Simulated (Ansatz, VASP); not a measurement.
**One calculation of ZnO, two programs**

```xyz
2
Lattice="0.0000 2.1116 2.1338 2.1116 0.0000 2.1338 2.1116 2.1116 0.0000" Properties=species:S:1:pos:R:3 pbc="T T T"
Zn    0.0000    0.0000    0.0000
O     2.1116    2.1116    2.1338
```

Change from the starting cell: biaxial_xy strain -1.0%.

Alike in both runs: task single point; functional PBE; k mesh 10 × 10 × 10; occupations fermi-dirac, width 0.02 eV; no spin polarisation.

|  | VASP | Ansatz |
| --- | --- | --- |
| version | VASP 6.6.1 | Ansatz 0.2.0 |
| potentials or method | VASP PAW PBE potentials, release 64 (Zn, O) | plane waves, PAW |
| plane-wave cutoff (eV) | 520 | 420 |
| valence electrons in the cell | 18 | 18 |

Ansatz gave:

| Item | Value |
| --- | --- |
| gap on the k mesh at the Fermi level (eV) | 1.02 |
| pressure (GPa) | 12.4 |
| traceless stress, the component that is largest in VASP (GPa) | -0.96 |

Question: Estimate VASP's values.

Answer: gap on the k mesh at the Fermi level (eV): 0.98; pressure (GPa): 13.7; traceless stress, the component that is largest in VASP (GPa): -1.05.
